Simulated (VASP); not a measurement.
Cs2Ga:

```
Cs Ga
1.0
     4.77378    0.00000    0.00000
    -2.38689    4.13421    0.00000
     0.00000    0.00000    5.15441
Cs Ga
2 1
Direct
  0.33333 0.66667 0.50000
  0.66667 0.33333 0.50000
  0.00000 0.00000 0.00000
```

```yaml
Program: VASP 6.6.1
Task: relaxation of cell and atoms
Functional: PBE
Potentials_or_basis: VASP PAW PBE potentials, release 64 (Cs_sv, Ga_d)
Cutoff: 500 eV
k_mesh: 6 × 6 × 4
Occupations: gaussian, width 0.1 eV
Spin: no spin polarisation
```

At the start: pressure 20.5 GPa; volume 33.91 Å³/atom.

Task: How do energy, volume and symmetry change on relaxing?

Result: Over 14 steps the energy falls by 1465.0 meV/atom and the volume is 51.34 Å³/atom (+51.4 %); space group P6/mmm (No. 191, to 0.1 Å) before and after.

The path:
```
step  energy change (eV)  largest force (eV/Å)  pressure (GPa)  volume (Å³)
   1              0.0000                0.0000           20.51       101.73
   2             -4.0581                0.0000            0.08       175.57
   3             -4.0810                0.0000           -0.08       180.14
   4             -4.1085                0.0000           -0.35       189.45
   5             -4.0944                0.0000           -0.84       208.77
   6             -4.1140                0.0000           -0.51       195.57
   7             -4.1137                0.0000           -0.56       197.75
   8             -4.1737                0.0000           -0.53       191.92
   9             -4.3260                0.0000           -0.41       174.22
  10             -4.2710                0.0000            0.43       137.82
  11             -4.3839                0.0000           -0.27       162.55
  12             -4.3931                0.0000           -0.15       155.94
  13             -4.3930                0.0000           -0.17       156.79
  14             -4.3949                0.0000           -0.02       154.03
```

Final structure:
```
CELL_PARAMETERS angstrom
6.67712 0.00000 0.00000
-3.33856 5.78256 0.00000
0.00000 0.00000 3.98921
ATOMIC_POSITIONS crystal
Cs 0.33333 0.66667 0.50000
Cs 0.66667 0.33333 0.50000
Ga 0.00000 0.00000 0.00000
```

Caveat: the volume moved by over 15 % at a fixed basis, so the end points are rough.
